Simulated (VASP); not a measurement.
# MgI2 (P-3m1) in VASP: notebook, part 2 of 2

VASP 6.6.1. Earlier steps stand in the parts before.

## Step 4: Single point, LDA

This run uses another cell than the first one, of 29.53 Å³/atom, 0.852 times its volume.

File INCAR:

```
SYSTEM = MgI2
PREC = Accurate ; ENCUT = 520
EDIFF = 1E-6 ; ISMEAR = 0
SIGMA = 0.05 ; LREAL = .FALSE.
LASPH = .TRUE. ; NELM = 60
ALGO = Normal ; ISIF = 2
LWAVE = .FALSE. ; LCHARG = .FALSE.
GGA = CA ; NBANDS = 15
```

File KPOINTS:

```
regular mesh
0
G
  6 6 4
  0 0 0
```

File POSCAR:

```
MgI2
1.0
    3.9657052472      0.0000000000      0.0000000000
   -1.9828526236      3.4344014880      0.0000000000
    0.0000000000      0.0000000000      6.5052162191
Mg I
1 2
Direct
    0.0000000000      0.0000000000      0.0000000000
    0.3333333333      0.6666666667      0.7598241385
    0.6666666667      0.3333333333      0.2401758615
```

Potentials or basis: VASP PAW LDA potentials, release 64 (Mg, I).

Command:

```console
cat potpaw_LDA.64/Mg/POTCAR potpaw_LDA.64/I/POTCAR > POTCAR
mpirun -np 1 vasp_std > vasp.out
```

OUTCAR:

```text
SYSTEM = MgI2
   PREC = Accurate
   ENCUT = 520
   EDIFF = 1E-6
   ISMEAR = 0
   LREAL = .FALSE.
   LASPH = .TRUE.
   NELM = 60
   ISIF = 2
   GGA = CA

 ion  position               nearest neighbor table
   1  0.000  0.000  0.000-   2 2.77   3 2.77   3 2.77   2 2.77   3 2.77   2 2.77
   2  0.333  0.667  0.760-   1 2.77   1 2.77   1 2.77
   3  0.667  0.333  0.240-   1 2.77   1 2.77   1 2.77

  LATTYP: Found a hexagonal cell.
 ALAT       =     3.9657052472
 C/A-ratio  =     1.6403680590

  Lattice vectors:

 A1 = (   3.9657052472,   0.0000000000,   0.0000000000)
 A2 = (  -1.9828526236,   3.4344014880,   0.0000000000)
 A3 = (   0.0000000000,   0.0000000000,   6.5052162191)

Analysis of symmetry for initial positions (statically):
=====================================================================
 Subroutine PRICEL returns:
 Original cell was already a primitive cell.

 Routine SETGRP: Setting up the symmetry group for a
 hexagonal supercell.

 Subroutine GETGRP returns: Found 12 space group operations
 (whereof 12 operations were pure point group operations)
 out of a pool of 24 trial point group operations.

The static configuration has the point symmetry D_3d.

Analysis of symmetry for dynamics (positions and initial velocities):
=====================================================================
 Subroutine PRICEL returns:
 Original cell was already a primitive cell.

 Routine SETGRP: Setting up the symmetry group for a
 hexagonal supercell.

 Subroutine GETGRP returns: Found 12 space group operations
 (whereof 12 operations were pure point group operations)
 out of a pool of 24 trial point group operations.

The dynamic configuration has the point symmetry D_3d.

 Subroutine INISYM returns: Found 12 space group operations
 (whereof 12 operations are pure point group operations),
 and found     1 'primitive' translations

----------------------------------------------------------------------------------------

                                     Primitive cell

  volume of cell :      88.5999

  direct lattice vectors                    reciprocal lattice vectors
     3.965705247  0.000000000  0.000000000     0.252161958  0.145585774  0.000000000
    -1.982852624  3.434401488  0.000000000     0.000000000  0.291171549  0.000000000
     0.000000000  0.000000000  6.505216219     0.000000000  0.000000000  0.153722792

  length of vectors
     3.965705247  3.965705247  6.505216219     0.291171549  0.291171549  0.153722792

  position of ions in fractional coordinates (direct lattice)
     0.000000000  0.000000000  0.000000000
     0.333333333  0.666666667  0.759824139
     0.666666667  0.333333333  0.240175861

  ion indices of the primitive-cell ions
   primitive index   ion index
                 1           1
                 2           2
                 3           3

----------------------------------------------------------------------------------------

 KPOINTS: regular mesh

Automatic generation of k-mesh.
 Grid dimensions read from file:
 generate k-points for:    6    6    4

 Generating k-lattice:

[... 41 lines left out ...]
  0.333333  0.333333  0.500000      2.000000
   k-points           NKPTS =     24   k-points in BZ     NKDIM =     24   number of bands    NBANDS=     15
   number of dos      NEDOS =    301   number of ions     NIONS =      3
   total plane-waves  NPLWV =  43200
   dimension x,y,z NGX =    30 NGY =   30 NGZ =   48
   dimension x,y,z NGXF=    60 NGYF=   60 NGZF=   96
   ions per type =               1   2
   NGX,Y,Z   is equivalent  to a cutoff of  12.58, 12.58, 12.27 a.u.
   NGXF,Y,Z  is equivalent  to a cutoff of  25.15, 25.15, 24.53 a.u.
 SYSTEM =  MgI2
   PREC   = accura    normal or accurate (medium, high low for compatibility)
   ISTART =      0    job   : 0-new  1-cont  2-samecut
   ICHARG =      2    charge: 1-file 2-atom 10-const
   ISPIN  =      1    spin polarized calculation?
   LNONCOLLINEAR =      F non collinear calculations
   LSORBIT =      F    spin-orbit coupling
   LASPH  =      T    aspherical Exc in radial PAW
   ENCUT  =  520.0 eV  38.22 Ry    6.18 a.u.   7.37  7.37 12.10*2*pi/ulx,y,z
   NELM   =     60;   NELMIN=  2; NELMDL= -5     # of ELM steps
   EDIFF  = 0.1E-05   stopping-criterion for ELM
   LREAL  =      F    real-space projection
   EDIFFG = 0.1E-04   stopping-criterion for IOM
   NSW    =      0    number of steps for IOM
   IBRION =     -1    ionic relax: 0-MD 1-quasi-New 2-CG
   NFREE  =      0    steps in history (QN), initial steepest desc. (CG)
   ISIF   =      2    stress and relaxation
   ISYM   =      2    0-nonsym 1-usesym 2-fastsym
   POTIM  = 0.5000    time-step for ionic-motion
   TEBEG  =    0.0;   TEEND  =   0.0 temperature during run
   PSTRESS=    0.0 pullay stress
   NELECT =      16.0000    total number of electrons
   NUPDOWN=      -1.0000    fix difference up-down
   EMIN   =  10.00;   EMAX   =-10.00  energy-range for DOS
   EFERMI =   0.00;   METHOD = LEGACY
   ISMEAR =     0;   SIGMA  =   0.05  broadening in eV -4-tet -1-fermi 0-gaus
   EFERMI_NEDOS =   21; number of points for ismear=-14 and -15
   IALGO  =     38    algorithm
   IMIX   =      4    mixing-type and parameters
     AMIX     =   0.40;   BMIX     =  1.00
     AMIX_MAG =   1.60;   BMIX_MAG =  1.00
  volume/ion in A,a.u.               =      29.53       199.30
  Fermi-wavevector in a.u.,A,eV,Ry     =   0.925345  1.748649 11.650174  0.856264
  Thomas-Fermi vector in A             =   2.051189
   LORBIT       =      0    0 simple, 1 ext, 2 COOP (PROOUT), +10 PAW based schemes
   GGA     = CA    functional components
   LHFCALC =     F    Hartree Fock is set to
   AEXX    =    0.0000 exact exchange contribution
   IVDW    =     0    specifies the selected vdW correction
   LEPSILON=     F    determine dielectric tensor
   LRPA    =     F    only Hartree local field effects (RPA)
 non-spin polarized calculation
 Gauss-broadening in eV      SIGMA  =   0.05
  energy-cutoff  :      520.00
  volume of cell :       88.60
 maximum number of plane-waves:      2424
 NGX is ok and might be reduce to    30
   NGX = 15   NGY = 15   NGZ = 25

 number of electron      16.0000001 magnetization

 Free energy of the ion-electron system (eV)
  ---------------------------------------------------
  ext. energy  EPLUGINS =         0.00000000
  ---------------------------------------------------
  free energy    TOTEN  =        -8.96055745 eV

  energy without entropy =       -8.96055745  energy(sigma->0) =       -8.96055745

 E-fermi :   3.9919     XC(G=0):  -9.1411

 val. band max:        3.7248949572   @ k =   0.0000   0.0000   0.0000
 cond. band min:       7.0430791935   @ k =   0.5000   0.0000   0.2500
 fundamental gap:      3.3181842363
 Fermi energy:         3.9918758714

 k-point     1 :       0.0000    0.0000    0.0000
  band No.  band energies     occupation
      1      -9.2602      2.00000
      2      -8.1862      2.00000
      3      -0.6927      2.00000
      4       2.9873      2.00000
      5       2.9873      2.00000
      6       3.5333      2.00000
      7       3.5333      2.00000
      8       3.7249      2.00000
      9       7.7827      0.00000
     10       8.2196      0.00000
     11      10.3018      0.00000
     12      10.3018      0.00000
     13      10.9263      0.00000
     14      11.6373      0.00000
[... 401 lines left out ...]
      2      -7.9628      2.00000
      3      -0.2741      2.00000
      4       0.0815      2.00000
      5       0.0815      2.00000
      6       0.8079      2.00000
      7       2.9674      2.00000
      8       2.9674      2.00000
      9       8.9282      0.00000
     10       9.2798      0.00000
     11       9.2798      0.00000
     12      10.6841      0.00000
     13      12.1595      0.00000
     14      12.3401      0.00000
     15      12.4466      0.00000

------------------------ aborting loop because EDIFF is reached ----------------------------------------

  FORCE on cell =-STRESS in cart. coord.  units (eV):
  Direction    XX          YY          ZZ          XY          YZ          ZX
  --------------------------------------------------------------------------------------
  -------------------------------------------------------------------------------------
  Total        2.4075097      2.4075097      2.6865106      0.0000000      0.0000000      0.0000000
  in kB       43.5356872     43.5356872     48.5809394      0.0000000      0.0000000      0.0000000
  external PRESSURE =      45.2174379 kB  Pullay stress =       0.0000000 kB

 VOLUME and BASIS-vectors are now :
 -----------------------------------------------------------------------------
  energy-cutoff  :      520.00
  volume of cell :       88.60
      direct lattice vectors                 reciprocal lattice vectors
     3.965705247  0.000000000  0.000000000     0.252161958  0.145585774  0.000000000
    -1.982852624  3.434401488  0.000000000     0.000000000  0.291171549  0.000000000
     0.000000000  0.000000000  6.505216219     0.000000000  0.000000000  0.153722792

 POSITION                                       TOTAL-FORCE (eV/Angst)
 -----------------------------------------------------------------------------------
      0.00000      0.00000      0.00000        -0.000000      0.000000     -0.000000
     -0.00000      2.28960      4.94282         0.000000      0.000000     -0.814092
      1.98285      1.14480      1.56240        -0.000000     -0.000000      0.814092
 -----------------------------------------------------------------------------------
    total drift:                               -0.000000      0.000000      0.000000

  FREE ENERGIE OF THE ION-ELECTRON SYSTEM (eV)
  ---------------------------------------------------
  free  energy   TOTEN  =        -8.9605574520 eV

  energy  without entropy=       -8.9605574520  energy(sigma->0) =       -8.96055745
```

stdout:

```text
POSCAR found type information on POSCAR MgI
 POSCAR found :  2 types and       3 ions
 scaLAPACK will be used
 LDA part: xc-table for (Slater(with rela. corr.)+CA(PZ))
 , standard interpolation
 POSCAR, INCAR and KPOINTS ok, starting setup
 FFT: planning ... GRIDC
 FFT: planning ... GRID_SOFT
 FFT: planning ... GRID
 WAVECAR not read
 entering main loop
```

Wall time 30 s (1 thread of Intel Xeon Platinum 8259CL at 2.50GHz (Skylake/Cascade Lake), shared host); peak memory 0.18 GiB.

What came out:

```
Free energy            : -8.9606 eV
Pressure               : 4.5 GPa
Largest force          : 0.814 eV/Å
Band gap on the k mesh : 3.32 eV, indirect (least direct gap 4.03 eV)
```

Forces in eV/Å, atoms in the order of the input:
```
Mg   0.000  0.000  0.000
I    0.000  0.000 -0.814
I    0.000  0.000  0.814
```

Levels at points of the mesh, in eV from the valence-band top:
| k point | band 5 | band 6 | band 7 | band 8 | band 9 | band 10 | band 11 | band 12 |
| --- | --- | --- | --- | --- | --- | --- | --- | --- |
| (0.00, 0.00, 0.00) | -0.74 | -0.19 | -0.19 | 0.00 | 4.06 | 4.49 | 6.58 | 6.58 |
| (0.50, 0.00, 0.00) | -2.48 | -1.91 | -1.31 | -0.69 | 3.35 | 5.15 | 5.19 | 6.89 |
| (0.00, 0.00, 0.50) | -0.61 | -0.61 | -0.32 | -0.32 | 4.70 | 4.94 | 6.34 | 6.34 |
| (0.50, 0.00, 0.50) | -1.69 | -1.46 | -1.14 | -1.01 | 3.45 | 4.90 | 5.19 | 5.71 |

Caveat: spin-orbit coupling is left out, which moves the levels of the heavy elements. A k mesh can miss the band edges.

## Step 5: Single point, LDA

This run uses another cell than the first one, of 29.53 Å³/atom, 0.852 times its volume.

File INCAR:

```
  ALGO = Normal
  EDIFF = 1E-6
  ENCUT = 520
  GGA = CA
  ISIF = 2
  ISMEAR = 0
  LASPH = True
  LCHARG = True
  LELF = True
  LREAL = False
  LVHAR = True
  LWAVE = False
  NBANDS = 15
  NELM = 80
  PREC = Accurate
  SIGMA = 0.05
```

File KPOINTS:

```
k-points
0
Gamma
  6 6 4
```

File POSCAR:

```
MgI2
1.0
    3.9657052472      0.0000000000      0.0000000000
   -1.9828526236      3.4344014880      0.0000000000
    0.0000000000      0.0000000000      6.5052162191
Mg I
1 2
Direct
    0.0000000000      0.0000000000      0.0000000000
    0.3333333333      0.6666666667      0.7299223370
    0.6666666667      0.3333333333      0.2700776630
```

Potentials or basis: VASP PAW LDA potentials, release 64 (Mg, I).

Command:

```console
cat potpaw_LDA.64/Mg/POTCAR potpaw_LDA.64/I/POTCAR > POTCAR
mpirun -np 1 vasp_std > vasp.out
```

OUTCAR:

```text
EDIFF = 1E-6
   ENCUT = 520
   GGA = CA
   ISIF = 2
   ISMEAR = 0
   LASPH = True
   LREAL = False
   NELM = 80
   PREC = Accurate

 ion  position               nearest neighbor table
   1  0.000  0.000  0.000-   2 2.89   3 2.89   3 2.89   2 2.89   3 2.89   2 2.89
   2  0.333  0.667  0.730-   1 2.89   1 2.89   1 2.89
   3  0.667  0.333  0.270-   1 2.89   1 2.89   1 2.89

  LATTYP: Found a hexagonal cell.
 ALAT       =     3.9657052472
 C/A-ratio  =     1.6403680590

  Lattice vectors:

 A1 = (   3.9657052472,   0.0000000000,   0.0000000000)
 A2 = (  -1.9828526236,   3.4344014880,   0.0000000000)
 A3 = (   0.0000000000,   0.0000000000,   6.5052162191)

Analysis of symmetry for initial positions (statically):
=====================================================================
 Subroutine PRICEL returns:
 Original cell was already a primitive cell.

 Routine SETGRP: Setting up the symmetry group for a
[... 179 lines left out ...]
      1      -8.9975      2.00000
      2      -8.0039      2.00000
      3      -0.8013      2.00000
      4       3.2998      2.00000
      5       3.2998      2.00000
      6       3.7607      2.00000
      7       3.8248      2.00000
      8       3.8248      2.00000
      9       7.4009      0.00000
     10       8.5221      0.00000
     11      10.6787      0.00000
     12      10.6787      0.00000
     13      10.7992      0.00000
     14      12.0433      0.00000
[... 401 lines left out ...]
      2      -7.7559      2.00000
      3       0.2904      2.00000
      4       0.2904      2.00000
      5       0.3402      2.00000
      6       0.7398      2.00000
      7       3.0929      2.00000
      8       3.0929      2.00000
      9       8.4588      0.00000
     10       8.7194      0.00000
     11       8.7194      0.00000
     12      10.2692      0.00000
     13      12.2669      0.00000
     14      12.8793      0.00000
     15      12.9467      0.00000

------------------------ aborting loop because EDIFF is reached ----------------------------------------

  FORCE on cell =-STRESS in cart. coord.  units (eV):
  Direction    XX          YY          ZZ          XY          YZ          ZX
  --------------------------------------------------------------------------------------
  -------------------------------------------------------------------------------------
  Total        0.8398399      0.8398399     -0.2032018      0.0000000     -0.0000000      0.0000000
  in kB       15.1870648     15.1870648     -3.6745554      0.0000000     -0.0000000      0.0000000
  external PRESSURE =       8.8998581 kB  Pullay stress =       0.0000000 kB

 VOLUME and BASIS-vectors are now :
 -----------------------------------------------------------------------------
  energy-cutoff  :      520.00
  volume of cell :       88.60
      direct lattice vectors                 reciprocal lattice vectors
     3.965705247  0.000000000  0.000000000     0.252161958  0.145585774  0.000000000
    -1.982852624  3.434401488  0.000000000     0.000000000  0.291171549  0.000000000
     0.000000000  0.000000000  6.505216219     0.000000000  0.000000000  0.153722792

 POSITION                                       TOTAL-FORCE (eV/Angst)
 -----------------------------------------------------------------------------------
      0.00000      0.00000      0.00000         0.000000      0.000000      0.000000
     -0.00000      2.28960      4.74830         0.000000     -0.000000      0.567250
      1.98285      1.14480      1.75691        -0.000000      0.000000     -0.567250
 -----------------------------------------------------------------------------------
    total drift:                                0.000000     -0.000000     -0.000000

  FREE ENERGIE OF THE ION-ELECTRON SYSTEM (eV)
  ---------------------------------------------------
  free  energy   TOTEN  =        -9.0021719258 eV

  energy  without entropy=       -9.0021719258  energy(sigma->0) =       -9.00217193
```

Run time: 39 s. Hardware: 1 thread of Intel Xeon Platinum 8259CL at 2.50GHz (Skylake/Cascade Lake), shared host; peak memory 0.18 GiB.

What came out:

```
Free energy            : -9.0022 eV
Pressure               : 0.9 GPa
Largest force          : 0.567 eV/Å
Band gap on the k mesh : 3.01 eV, indirect (least direct gap 3.58 eV)
```

Forces on the atoms (eV/Å):
```
Mg   0.000  0.000  0.000
I    0.000  0.000  0.567
I    0.000  0.000 -0.567
```

Levels at points of the mesh, in eV from the valence-band top:
| k point | band 6 | band 7 | band 8 | band 9 | band 10 | band 11 |
| --- | --- | --- | --- | --- | --- | --- |
| (0.00, 0.00, 0.00) | -0.06 | 0.00 | 0.00 | 3.58 | 4.70 | 6.85 |
| (0.50, 0.00, 0.00) | -1.66 | -1.55 | -0.52 | 3.52 | 4.61 | 4.94 |
| (0.00, 0.00, 0.50) | -0.30 | -0.24 | -0.24 | 4.87 | 4.99 | 6.52 |
| (0.50, 0.00, 0.50) | -1.28 | -1.17 | -1.15 | 3.19 | 4.39 | 5.16 |

Caveat: spin-orbit coupling is left out, which moves the levels of the heavy elements. A k mesh can miss the band edges.

## Step 6: Single point, LDA

This run uses another cell than the first one, of 29.53 Å³/atom, 0.852 times its volume.

File INCAR:

```
SYSTEM = MgI2
  ALGO = Normal
  EDIFF = 1E-6
  ENCUT = 520
  GGA = CA
  ISIF = 2
  ISMEAR = 0
  LASPH = .True.
  LCHARG = .False.
  LREAL = .False.
  LWAVE = .False.
  NBANDS = 15
  NELM = 60
  PREC = Accurate
  SIGMA = 0.05
```

File KPOINTS:

```
k-points
0
Gamma
  6 6 4
  0 0 0
```

File POSCAR:

```
MgI2
1.0
    3.9657052472      0.0000000000      0.0000000000
   -1.9828526236      3.4344014880      0.0000000000
    0.0000000000      0.0000000000      6.5052162191
Mg I
1 2
Direct
    0.0000000000      0.0000000000      0.0000000000
    0.3333333333      0.6666666667      0.7747750392
    0.6666666667      0.3333333333      0.2252249608
```

Potentials or basis: VASP PAW LDA potentials, release 64 (Mg, I).

Command:

```console
cat potpaw_LDA.64/Mg/POTCAR potpaw_LDA.64/I/POTCAR > POTCAR
mpirun -np 1 vasp_std > vasp.out
```

Run time: 25 s. Hardware: 1 thread of Intel Xeon Platinum 8259CL at 2.50GHz (Skylake/Cascade Lake), shared host; peak memory 0.18 GiB.

The run converged. Its results:

```
Free energy            : -8.7263 eV
Pressure               : 7.2 GPa
Largest force          : 1.610 eV/Å
Band gap on the k mesh : 3.19 eV, indirect (least direct gap 3.98 eV)
```

Forces on the atoms (eV/Å):
```
Mg   0.000  0.000  0.000
I    0.000  0.000 -1.610
I    0.000  0.000  1.610
```

Stress tensor (GPa, compression positive):
```
6.70 0.00 0.00
0.00 6.70 0.00
0.00 0.00 8.14
```

Levels at points of the mesh, in eV from the valence-band top:
| k point | band 5 | band 6 | band 7 | band 8 | band 9 | band 10 | band 11 | band 12 |
| --- | --- | --- | --- | --- | --- | --- | --- | --- |
| (0.00, 0.00, 0.00) | -0.98 | -0.35 | -0.35 | 0.00 | 4.16 | 4.35 | 6.37 | 6.37 |
| (0.50, 0.00, 0.00) | -2.36 | -2.19 | -1.25 | -0.79 | 3.19 | 5.18 | 5.42 | 7.10 |
| (0.00, 0.00, 0.50) | -0.90 | -0.90 | -0.43 | -0.43 | 4.53 | 4.87 | 6.17 | 6.17 |
| (0.50, 0.00, 0.50) | -2.05 | -1.52 | -1.10 | -1.02 | 3.43 | 5.04 | 5.26 | 5.87 |

Caveat: spin-orbit coupling is left out, which moves the levels of the heavy elements; forces of over 1 eV/Å act on the atoms, so gaps and moduli don't describe the material at rest.
